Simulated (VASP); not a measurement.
Input of a VASP 6.6.1 run:

INCAR

```
ALGO = Normal ; EDIFF = 1E-6
EDIFFG = -0.01 ; ENCUT = 600
GGA = PE ; IBRION = 2
ISIF = 3 ; ISMEAR = 0
LASPH = True ; LCHARG = False
LREAL = False ; LWAVE = False
NELM = 80 ; NSW = 100
PREC = Accurate ; SIGMA = 0.02
```

Contents of KPOINTS:

```
k-points
0
Gamma
  6 6 6
```

File POSCAR:

```
MgCd3Se4
1.0
    6.1509908770      0.0000000000      0.0000000000
    0.0000000000      6.1509908770      0.0000000000
    0.0000000000      0.0000000000      6.1509908770
Mg Cd Se
1 3 4
Direct
    0.5000000000      0.5000000000      0.5000000000
    0.0000000000      0.0000000000      0.5000000000
    0.0000000000      0.5000000000      0.0000000000
    0.5000000000      0.0000000000      0.0000000000
    0.7448777430      0.7448777430      0.7448777430
    0.7448777430      0.2551222570      0.2551222570
    0.2551222570      0.7448777430      0.2551222570
    0.2551222570      0.2551222570      0.7448777430
```

Potentials or basis: VASP PAW PBE potentials, release 64 (Mg, Cd, Se).

Launch:

```console
$ cat potpaw_PBE.64/Mg/POTCAR potpaw_PBE.64/Cd/POTCAR potpaw_PBE.64/Se/POTCAR > POTCAR
$ mpirun -np 1 vasp_std > vasp.out
```

Task: Predict the relaxed cell.

Result: a = 6.152 Å, b = 6.152 Å, c = 6.152 Å, α = 90.00°, β = 90.00°, γ = 90.00°.

Task: Estimate the relaxed volume.

Result: 29.11 Å³/atom.

Task: What does it give for the band gap on the k mesh?

Result: 0.98 eV.

Final structure:
```xyz
8
Lattice="6.1524 0.0000 0.0000 0.0000 6.1524 0.0000 0.0000 0.0000 6.1524" Properties=species:S:1:pos:R:3 pbc="T T T"
Mg    3.0762    3.0762    3.0762
Cd    0.0000    0.0000    3.0762
Cd    0.0000    3.0762    0.0000
Cd    3.0762    0.0000    0.0000
Se    4.5795    4.5795    4.5795
Se    4.5795    1.5729    1.5729
Se    1.5729    4.5795    1.5729
Se    1.5729    1.5729    4.5795
```
